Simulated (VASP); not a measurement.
# Os (Fm-3m) in VASP: a series of runs

Os is run at these levels: PBEsol; tasks: single point, relaxation of cell and atoms.

Program: VASP 6.6.1. These are calculated values, not measurements. Logs are shortened: lines on timing, memory, paths and dates and some standing lists are left out, and cuts for length are marked.

**1. The cell of the first run**

It takes space group Fm-3m (No. 225, cubic). The conventional cell has a = 3.820 Å, b = 3.820 Å, c = 3.820 Å, α = 90.00°, β = 90.00°, γ = 90.00°. Os (site symmetry m-3m) has 12 Os at 2.70 Å within 3.6 Å.

This isn't the form of Os at room conditions, which is hcp.

**2. Single point, PBEsol**

Input file INCAR:

```
PREC = Accurate
ENCUT = 520
EDIFF = 1E-6
ISMEAR = 0
SIGMA = 0.1
LREAL = False
LASPH = True
NELM = 60
ALGO = Normal
ISIF = 2
LWAVE = False
LCHARG = True
GGA = PS
LELF = True
LVHAR = True
NBANDS = 10
```

Input file KPOINTS:

```
Automatic mesh
0
Gamma
  19 19 19
```

Input file POSCAR:

```
Os
1.0
    0.0000000000      1.9100734757      1.9100734757
    1.9100734757      0.0000000000      1.9100734757
    1.9100734757      1.9100734757      0.0000000000
Os
1
Direct
    0.0000000000      0.0000000000      0.0000000000
```

Potentials or basis: VASP PAW PBE potentials, release 64 (Os).

Launch:

```console
cat potpaw_PBE.64/Os/POTCAR > POTCAR
mpirun -np 1 vasp_std > vasp.out
```

OUTCAR:

```text
PREC = Accurate
   ENCUT = 520
   EDIFF = 1E-6
   ISMEAR = 0
   LREAL = False
   LASPH = True
   NELM = 60
   ISIF = 2
   GGA = PS

 ion  position               nearest neighbor table
   1  0.000  0.000  0.000-

  LATTYP: Found a face centered cubic cell.
 ALAT       =     3.8201469514

  Lattice vectors:

 A1 = (   0.0000000000,   1.9100734757,   1.9100734757)
 A2 = (   1.9100734757,   0.0000000000,   1.9100734757)
 A3 = (   1.9100734757,   1.9100734757,   0.0000000000)

Analysis of symmetry for initial positions (statically):
=====================================================================
 Subroutine PRICEL returns:
 Original cell was already a primitive cell.

 Routine SETGRP: Setting up the symmetry group for a
 face centered cubic supercell.

 Subroutine GETGRP returns: Found 48 space group operations
 (whereof 48 operations were pure point group operations)
 out of a pool of 48 trial point group operations.

The static configuration has the point symmetry O_h .

Analysis of symmetry for dynamics (positions and initial velocities):
=====================================================================
 Subroutine PRICEL returns:
 Original cell was already a primitive cell.

 Routine SETGRP: Setting up the symmetry group for a
 face centered cubic supercell.

 Subroutine GETGRP returns: Found 48 space group operations
 (whereof 48 operations were pure point group operations)
 out of a pool of 48 trial point group operations.

The dynamic configuration has the point symmetry O_h .

 Subroutine INISYM returns: Found 48 space group operations
 (whereof 48 operations are pure point group operations),
 and found     1 'primitive' translations

----------------------------------------------------------------------------------------

                                     Primitive cell

  volume of cell :      13.9374

  direct lattice vectors                    reciprocal lattice vectors
     0.000000000  1.910073476  1.910073476    -0.261770035  0.261770035  0.261770035
     1.910073476  0.000000000  1.910073476     0.261770035 -0.261770035  0.261770035
     1.910073476  1.910073476  0.000000000     0.261770035  0.261770035 -0.261770035

  length of vectors
     2.701251814  2.701251814  2.701251814     0.453399000  0.453399000  0.453399000

  position of ions in fractional coordinates (direct lattice)
     0.000000000  0.000000000  0.000000000

  ion indices of the primitive-cell ions
   primitive index   ion index
                 1           1

----------------------------------------------------------------------------------------

 KPOINTS: Automatic mesh

Automatic generation of k-mesh.
 Grid dimensions read from file:
 generate k-points for:   19   19   19

 Generating k-lattice:

  Cartesian coordinates                     Fractional coordinates (reciprocal lattice)
    -0.013777370  0.013777370  0.013777370     0.052631579  0.000000000  0.000000000
     0.013777370 -0.013777370  0.013777370     0.000000000  0.052631579  0.000000000
     0.013777370  0.013777370 -0.013777370     0.000000000  0.000000000  0.052631579

  Length of vectors
     0.023863105  0.023863105  0.023863105

  Shift w.r.t. Gamma in fractional coordinates (k-lattice)
     0.000000000  0.000000000  0.000000000

 Subroutine IBZKPT returns following result:
 ===========================================

 Found    220 irreducible k-points:

 Following reciprocal coordinates:
            Coordinates               Weight
  0.000000  0.000000  0.000000      1.000000
  0.052632  0.000000  0.000000      8.000000
  0.105263  0.000000  0.000000      8.000000
  0.157895  0.000000  0.000000      8.000000
  0.210526  0.000000  0.000000      8.000000
  0.263158  0.000000  0.000000      8.000000
[... 16 lines left out ...]
 -0.315789  0.052632  0.000000     24.000000
 -0.263158  0.052632  0.000000     24.000000
 [... further k-points ...]
   k-points           NKPTS =    220   k-points in BZ     NKDIM =    220   number of bands    NBANDS=     10
   number of dos      NEDOS =    301   number of ions     NIONS =      1
   total plane-waves  NPLWV =   8000
   dimension x,y,z NGX =    20 NGY =   20 NGZ =   20
   dimension x,y,z NGXF=    40 NGYF=   40 NGZF=   40
   ions per type =               1
   NGX,Y,Z   is equivalent  to a cutoff of  12.31, 12.31, 12.31 a.u.
   NGXF,Y,Z  is equivalent  to a cutoff of  24.62, 24.62, 24.62 a.u.
 SYSTEM =  unknown system
   PREC   = accura    normal or accurate (medium, high low for compatibility)
   ISTART =      0    job   : 0-new  1-cont  2-samecut
   ICHARG =      2    charge: 1-file 2-atom 10-const
   ISPIN  =      1    spin polarized calculation?
   LNONCOLLINEAR =      F non collinear calculations
   LSORBIT =      F    spin-orbit coupling
   LASPH  =      T    aspherical Exc in radial PAW
   ENCUT  =  520.0 eV  38.22 Ry    6.18 a.u.   5.02  5.02  5.02*2*pi/ulx,y,z
   NELM   =     60;   NELMIN=  2; NELMDL= -5     # of ELM steps
   EDIFF  = 0.1E-05   stopping-criterion for ELM
   LREAL  =      F    real-space projection
   EDIFFG = 0.1E-04   stopping-criterion for IOM
   NSW    =      0    number of steps for IOM
   IBRION =     -1    ionic relax: 0-MD 1-quasi-New 2-CG
   NFREE  =      0    steps in history (QN), initial steepest desc. (CG)
   ISIF   =      2    stress and relaxation
   ISYM   =      2    0-nonsym 1-usesym 2-fastsym
   POTIM  = 0.5000    time-step for ionic-motion
   TEBEG  =    0.0;   TEEND  =   0.0 temperature during run
   PSTRESS=    0.0 pullay stress
   NELECT =       8.0000    total number of electrons
   NUPDOWN=      -1.0000    fix difference up-down
   EMIN   =  10.00;   EMAX   =-10.00  energy-range for DOS
   EFERMI =   0.00;   METHOD = LEGACY
   ISMEAR =     0;   SIGMA  =   0.10  broadening in eV -4-tet -1-fermi 0-gaus
   EFERMI_NEDOS =   21; number of points for ismear=-14 and -15
   IALGO  =     38    algorithm
   IMIX   =      4    mixing-type and parameters
     AMIX     =   0.40;   BMIX     =  1.00
     AMIX_MAG =   1.60;   BMIX_MAG =  1.00
  volume/ion in A,a.u.               =      13.94        94.05
  Fermi-wavevector in a.u.,A,eV,Ry     =   1.360540  2.571048 25.185336  1.851070
  Thomas-Fermi vector in A             =   2.487194
   LORBIT       =      0    0 simple, 1 ext, 2 COOP (PROOUT), +10 PAW based schemes
   GGA     = PS    functional components
   LHFCALC =     F    Hartree Fock is set to
   AEXX    =    0.0000 exact exchange contribution
   IVDW    =     0    specifies the selected vdW correction
   LEPSILON=     F    determine dielectric tensor
   LRPA    =     F    only Hartree local field effects (RPA)
 non-spin polarized calculation
 Gauss-broadening in eV      SIGMA  =   0.10
  energy-cutoff  :      520.00
  volume of cell :       13.94
 maximum number of plane-waves:       388
   NGX =  9   NGY =  9   NGZ =  9

 number of electron       7.9999999 magnetization

 Free energy of the ion-electron system (eV)
  ---------------------------------------------------
  ext. energy  EPLUGINS =         0.00000000
  ---------------------------------------------------
  free energy    TOTEN  =       -12.10589582 eV

  energy without entropy =      -12.10319037  energy(sigma->0) =      -12.10454309

 E-fermi :   9.2856     XC(G=0): -14.1735

 val. band max:        9.2814885302   @ k =   0.4737   0.4211   0.0526
 cond. band min:       9.2987980804   @ k =   0.0000   0.0000   0.0000
 fundamental gap:      0.0173095501
 Fermi energy:         9.2855636145

 k-point     1 :       0.0000    0.0000    0.0000
  band No.  band energies     occupation
      1      -1.6682      2.00000
      2       6.2075      2.00000
      3       6.2075      2.00000
      4       6.2075      2.00000
      5       9.2988      0.85153
      6       9.2988      0.85153
      7      23.5069      0.00000
      8      29.3377      0.00000
      9      29.3377      0.00000
     10      29.3377      0.00000

 k-point     2 :       0.0526    0.0000    0.0000
  band No.  band energies     occupation
      1      -1.5371      2.00000
      2       6.1263      2.00000
      3       6.2680      2.00000
      4       6.2680      2.00000
      5       9.2536      1.34831
      6       9.2536      1.34831
      7      23.7536      0.00000
      8      28.6375      0.00000
      9      29.5710      0.00000
     10      29.5710      0.00000

 k-point     3 :       0.1053    0.0000    0.0000
  band No.  band energies     occupation
      1      -1.1568      2.00000
      2       5.9145      2.00000
      3       6.4288      2.00000
      4       6.4288      2.00000
      5       9.1501      1.94466
      6       9.1501      1.94466
      7      24.4364      0.00000
      8      27.2953      0.00000
      9      30.2529      0.00000
     10      30.2529      0.00000

 k-point     4 :       0.1579    0.0000    0.0000
  band No.  band energies     occupation
      1      -0.5706      2.00000
      2       5.6598      2.00000
      3       6.6195      2.00000
      4       6.6195      2.00000
      5       9.0847      1.99549
      6       9.0847      1.99549
      7      25.1845      0.00000
      8      26.1411      0.00000
      9      31.3329      0.00000
     10      31.3329      0.00000

 k-point     5 :       0.2105    0.0000    0.0000
  band No.  band energies     occupation
      1       0.1321      2.00000
      2       5.4945      2.00000
      3       6.7211      2.00000
      4       6.7211      2.00000
      5       9.2027      1.75873
      6       9.2027      1.75872
      7      24.3343      0.00000
      8      26.6488      0.00000
      9      32.7313      0.00000
     10      32.7313      0.00000

 k-point     6 :       0.2632    0.0000    0.0000
  band No.  band energies     occupation
      1       0.7968      2.00000
      2       5.5942      2.00000
      3       6.6598      2.00000
      4       6.6598      2.00000
      5       9.5886      0.00002
      6       9.5886      0.00002
      7      23.1219      0.00000
      8      26.8406      0.00000
      9      34.0506      0.00000
     10      34.2250      0.00000
[... 183 lines left out ...]
 k-point    21 :      -0.4211    0.0526    0.0000
  band No.  band energies     occupation
      1       1.5905      2.00000
      2       6.0034      2.00000
      3       6.1866      2.00000
      4       8.1355      2.00000
      5      11.2951      0.00000
      6      12.0613      0.00000
      7      18.9209      0.00000
      8      23.5637      0.00000
      9      29.5922      0.00000
     10      30.4924      0.00000

 k-point    22 :      -0.3684    0.0526    0.0000
  band No.  band energies     occupation
      1       1.5790      2.00000
      2       6.1564      2.00000
      3       6.3094      2.00000
      4       7.1902      2.00000
      5      10.6858      0.00000
      6      11.5948      0.00000
      7      20.2216      0.00000
      8      24.2930      0.00000
      9      30.3619      0.00000
     10      31.8958      0.00000

 k-point    23 :      -0.3158    0.0526    0.0000
  band No.  band energies     occupation
      1       1.4549      2.00000
      2       6.2145      2.00000
      3       6.3726      2.00000
      4       6.4939      2.00000
      5       9.9810      0.00000
      6      10.9677      0.00000
      7      21.6082      0.00000
      8      25.4849      0.00000
      9      31.5203      0.00000
     10      33.7937      0.00000

 k-point    24 :      -0.2632    0.0526    0.0000
  band No.  band energies     occupation
      1       1.0931      2.00000
      2       5.5792      2.00000
      3       6.5757      2.00000
      4       6.6932      2.00000
      5       9.3206      0.62006
      6      10.3176      0.00000
      7      22.8788      0.00000
      8      26.7200      0.00000
      9      32.5890      0.00000
     10      33.2550      0.00000

 [... further k-points ...]

------------------------ aborting loop because EDIFF is reached ----------------------------------------

  FORCE on cell =-STRESS in cart. coord.  units (eV):
  Direction    XX          YY          ZZ          XY          YZ          ZX
  --------------------------------------------------------------------------------------
  -------------------------------------------------------------------------------------
  Total        0.0478500      0.0478500      0.0478500      0.0000000      0.0000000     -0.0000000
  in kB        5.5006289      5.5006289      5.5006289      0.0000000      0.0000000     -0.0000000
  external PRESSURE =       5.5006289 kB  Pullay stress =       0.0000000 kB

 VOLUME and BASIS-vectors are now :
 -----------------------------------------------------------------------------
  energy-cutoff  :      520.00
  volume of cell :       13.94
      direct lattice vectors                 reciprocal lattice vectors
     0.000000000  1.910073476  1.910073476    -0.261770035  0.261770035  0.261770035
     1.910073476  0.000000000  1.910073476     0.261770035 -0.261770035  0.261770035
     1.910073476  1.910073476  0.000000000     0.261770035  0.261770035 -0.261770035

 POSITION                                       TOTAL-FORCE (eV/Angst)
 -----------------------------------------------------------------------------------
      0.00000      0.00000      0.00000         0.000000      0.000000      0.000000
 -----------------------------------------------------------------------------------
    total drift:                                0.000000      0.000000      0.000000

  FREE ENERGIE OF THE ION-ELECTRON SYSTEM (eV)
  ---------------------------------------------------
  free  energy   TOTEN  =       -12.1058958178 eV

  energy  without entropy=      -12.1031903692  energy(sigma->0) =      -12.10454309
```

It took 23 s on 1 thread of Intel Xeon Platinum 8488C (Sapphire Rapids), shared host; peak memory 0.15 GiB.

What came out:

* Free energy: -12.1059 eV
* Pressure: 0.6 GPa
* Band gap on the k mesh: zero (bands 4 and 5 overlap by 3.85 eV)

Caveat: the PAW data sets were made with another functional, which shifts forces and pressure a little; spin-orbit coupling is left out, which moves the levels of the heavy elements.

**3. Relaxation of cell and atoms, PBEsol**

This run uses another cell than the first one, of 14.72 Å³/atom.

Input file INCAR:

```
ALGO = Normal
EDIFF = 1E-7
EDIFFG = -0.01
ENCUT = 600
GGA = PS
IBRION = 2
ISIF = 3
ISMEAR = 0
LASPH = True
LCHARG = False
LREAL = False
LWAVE = False
NELM = 60
NSW = 80
PREC = Accurate
SIGMA = 0.1
```

Input file KPOINTS:

```
k-points
0
Gamma
  19 19 19
```

Input file POSCAR:

```
Os
1.0
    0.0000000000      1.9450000000      1.9450000000
    1.9450000000      0.0000000000      1.9450000000
    1.9450000000      1.9450000000      0.0000000000
Os
1
Direct
    0.0000000000      0.0000000000      0.0000000000
```

Potentials or basis: VASP PAW PBE potentials, release 64 (Os).

Launch:

```console
cat potpaw_PBE.64/Os/POTCAR > POTCAR
mpirun -np 1 vasp_std > vasp.out
```

OUTCAR:

```text
EDIFF = 1E-7
   EDIFFG = -0.01
   ENCUT = 600
   GGA = PS
   IBRION = 2
   ISIF = 3
   ISMEAR = 0
   LASPH = True
   LREAL = False
   NELM = 60
   NSW = 80
   PREC = Accurate

 ion  position               nearest neighbor table
   1  0.000  0.000  0.000-

  LATTYP: Found a face centered cubic cell.
 ALAT       =     3.8900000000

  Lattice vectors:

 A1 = (   0.0000000000,   1.9450000000,   1.9450000000)
 A2 = (   1.9450000000,   0.0000000000,   1.9450000000)
 A3 = (   1.9450000000,   1.9450000000,   0.0000000000)

Analysis of symmetry for initial positions (statically):
=====================================================================
 Subroutine PRICEL returns:
 Original cell was already a primitive cell.

 Routine SETGRP: Setting up the symmetry group for a
 face centered cubic supercell.

 Subroutine GETGRP returns: Found 48 space group operations
 (whereof 48 operations were pure point group operations)
 out of a pool of 48 trial point group operations.

The static configuration has the point symmetry O_h .

Analysis of symmetry for dynamics (positions and initial velocities):
=====================================================================
 Subroutine PRICEL returns:
 Original cell was already a primitive cell.

 Routine SETGRP: Setting up the symmetry group for a
 face centered cubic supercell.

 Subroutine GETGRP returns: Found 48 space group operations
[... 159 lines left out ...]
  Total       -1.8516275     -1.8516275     -1.8516275      0.0000000      0.0000000      0.0000000
  in kB     -201.5929765   -201.5929765   -201.5929765      0.0000000      0.0000000      0.0000000
  external PRESSURE =    -201.5929765 kB  Pullay stress =       0.0000000 kB
[... 22 lines left out ...]
--------------------------------------- Ionic step        2  -------------------------------------------

 number of electron       8.0000000 magnetization

 E-fermi :  13.1360     XC(G=0): -15.4925

 val. band max:       13.1091039273   @ k =   0.0526   0.0000   0.0000
 cond. band min:      13.1475599820   @ k =   0.4737   0.3158   0.1053
 fundamental gap:      0.0384560547
 Fermi energy:        13.1360496863

 k-point     1 :       0.0000    0.0000    0.0000
  band No.  band energies     occupation
      1       0.0415      2.00000
      2       8.8122      2.00000
      3       8.8122      2.00000
      4       8.8122      2.00000
      5      13.1835      0.50209
      6      13.1835      0.50209
      7      26.9541      0.00000
      8      34.2616      0.00000
[... 357 lines left out ...]
--------------------------------------- Ionic step        5  -------------------------------------------

 number of electron       8.0000000 magnetization

 Free energy of the ion-electron system (eV)
  ---------------------------------------------------
  ext. energy  EPLUGINS =         0.00000000
  ---------------------------------------------------
  free energy    TOTEN  =       -12.10650784 eV

  energy without entropy =      -12.10379123  energy(sigma->0) =      -12.10514953

 E-fermi :   9.2615     XC(G=0): -14.1640

 val. band max:        9.2563807932   @ k =   0.4737   0.4211   0.0526
 cond. band min:       9.2742626309   @ k =   0.0000   0.0000   0.0000
 fundamental gap:      0.0178818376
 Fermi energy:         9.2615131222

 k-point     1 :       0.0000    0.0000    0.0000
  band No.  band energies     occupation
      1      -1.6779      2.00000
      2       6.1906      2.00000
      3       6.1906      2.00000
      4       6.1906      2.00000
      5       9.2743      0.85691
      6       9.2743      0.85691
      7      23.4830      0.00000
      8      29.3040      0.00000
[... 281 lines left out ...]
  FREE ENERGIE OF THE ION-ELECTRON SYSTEM (eV)
  ---------------------------------------------------
  free  energy   TOTEN  =       -12.1065078392 eV

  energy  without entropy=      -12.1037912280  energy(sigma->0) =      -12.10514953

 reached required accuracy - stopping structural energy minimisation
```

Wall time 57 s (1 thread of Intel Xeon Platinum 8488C (Sapphire Rapids), shared host); peak memory 0.18 GiB.

Results:

* Free energy: -12.1065 eV
* Relaxed volume: 13.96 Å³/atom
* Relaxed cell: a = 2.703 Å, b = 2.703 Å, c = 2.703 Å, α = 60.00°, β = 60.00°, γ = 60.00°
* Space group after relaxing (to 0.1 Å): Fm-3m (No. 225)
* Pressure after relaxing: 0.0 GPa
* Band gap on the k mesh: zero (bands 4 and 5 overlap by 3.84 eV)

Final structure:
```
CELL_PARAMETERS angstrom
0.00000 1.91111 1.91111
1.91111 0.00000 1.91111
1.91111 1.91111 0.00000
ATOMIC_POSITIONS crystal
Os 0.00000 0.00000 0.00000
```

Caveat: the PAW data sets were made with another functional, which shifts forces and pressure a little; spin-orbit coupling is left out, which moves the levels of the heavy elements.
